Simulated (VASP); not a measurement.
A run of VASP 6.6.1:

The input INCAR:

```
SYSTEM = Ti
PREC = Accurate
ENCUT = 520
EDIFF = 1E-6
ISMEAR = 0
SIGMA = 0.15
LREAL = .False.
LASPH = .True.
NELM = 100
ALGO = Normal
ISIF = 2
LWAVE = .False.
LCHARG = .False.
GGA = PS
NBANDS = 12
```

KPOINTS

```
regular mesh
0
Gamma
  20 20 20
  0 0 0
```

POSCAR

```
Ti
1.0
   -1.6410000000      1.6410000000      1.6656150000
    1.6410000000     -1.6410000000      1.6656150000
    1.6410000000      1.6410000000     -1.6656150000
Ti
1
Direct
    0.0000000000      0.0000000000      0.0000000000
```

Potentials or basis: VASP PAW PBE potentials, release 64 (Ti_sv).

Launch:

```sh
$ cat potpaw_PBE.64/Ti_sv/POTCAR > POTCAR
$ mpirun -np 1 vasp_std > vasp.out
```

Hardware: 1 thread of Intel(R) Xeon(R) Platinum 8488C (Sapphire Rapids), on a shared host.

Question: How long does it take, and how much memory?

Answer: Run time: 48 s on 1 thread of Intel(R) Xeon(R) Platinum 8488C (Sapphire Rapids), with other jobs on the host, peak memory 0.25 GiB. Counts: scf iterations 12, k points 641.
